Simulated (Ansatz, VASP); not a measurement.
Zr: VASP beside Ansatz

```
Zr
1.0
    -1.80506    1.80506    1.80506
     1.80506   -1.80506    1.80506
     1.80506    1.80506   -1.80506
Zr
1
Direct
  0.00000 0.00000 0.00000
```

Alike in both runs: functional RPBE; k mesh 12 × 12 × 12; occupations fermi-dirac, width 0.1 eV; no spin polarisation.

Ansatz relaxed the structure, and its values are those at the end. VASP's run is a single point on that final structure, the one shown.

```csv
,VASP,Ansatz
version,VASP 6.6.1,Ansatz 0.2.0
potentials or method,"VASP PAW PBE potentials, release 64 (Zr_sv), cutoff 500 eV","plane waves (420 eV) with PAW, scalar-relativistic"
valence electrons in the cell,12,12
```

```tsv
	VASP	Ansatz	Ansatz less VASP
pressure (GPa)	0.0	0.0	-0.02
```

VASP's potentials were made for PBE, not for RPBE.
